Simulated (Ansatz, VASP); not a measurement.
# MgI: VASP beside Ansatz

```
CELL_PARAMETERS angstrom
4.66100 0.00000 0.00000
-2.33050 4.03654 0.00000
0.00000 0.00000 7.66881
ATOMIC_POSITIONS crystal
Mg 0.33333 0.66667 0.37313
Mg 0.66667 0.33333 0.87313
I 0.33333 0.66667 0.00000
I 0.66667 0.33333 0.50000
```

Alike in both runs: task relaxation of cell and atoms; functional PBE; k mesh 6 × 6 × 2; occupations gaussian, width 0.1 eV; no spin polarisation.

```csv
,VASP,Ansatz
version,VASP 6.6.1,Ansatz 0.2.0
potentials or method,"VASP PAW PBE potentials, release 64 (Mg, I), cutoff 600 eV","scalar-relativistic, plane waves, PAW"
valence electrons in the cell,18,54
```

|  | VASP | Ansatz | Ansatz less VASP |
| --- | --- | --- | --- |
| gap on the k mesh at the Fermi level, each at its own relaxed structure (eV) | none | none | - |
| relaxed volume (Å³/atom) | 47.64 | 47.46 | -0.181 |
| relaxed cell length with the largest relative difference (Å) | 8.408 | 8.367 | -0.0416 |

A gap of «none» marks a metal or a gap that the smearing closes. VASP's potentials hold 18 valence electrons a cell and Ansatz's 54, so a difference there can come from the potentials and not from the codes.

The k mesh is coarse, so the values compare programs but aren't converged. Spin-orbit coupling is off throughout. Noted on VASP's run: the volume moved by over 15 % at a fixed basis, so the end points are rough.
